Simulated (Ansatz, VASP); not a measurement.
Two plane-wave programs on Si4Cl

```xyz
5
Lattice="3.2777 0.0000 0.0000 0.0000 3.2777 0.0000 0.0000 0.0000 10.0771" Properties=species:S:1:pos:R:3 pbc="T T T"
Si    1.6388    1.6388    5.0386
Si    1.6388    1.6388    0.0000
Si    1.6388    1.6388    7.4833
Si    1.6388    1.6388    2.5938
Cl    0.0000    0.0000    0.0000
```

Alike in both runs: task relaxation of cell and atoms; functional PBE; k mesh 12 × 12 × 4; occupations gaussian, width 0.1 eV; no spin polarisation.

|  | VASP | Ansatz |
| --- | --- | --- |
| version | VASP 6.6.1 | Ansatz 0.2.0 |
| potentials or method | VASP PAW PBE potentials, release 64 (Si, Cl), cutoff 600 eV | scalar-relativistic, plane waves, PAW |
| valence electrons in the cell | 23 | 23 |

```csv
,VASP,Ansatz,Ansatz less VASP
"gap on the k mesh at the Fermi level, each at its own relaxed structure (eV)",none,none,-
relaxed volume (Å³/atom),22.43,22.42,-0.002
relaxed cell length with the largest relative difference (Å),9.792,9.794,+0.0021
```

A gap of «none» marks a metal or a gap that the smearing closes.
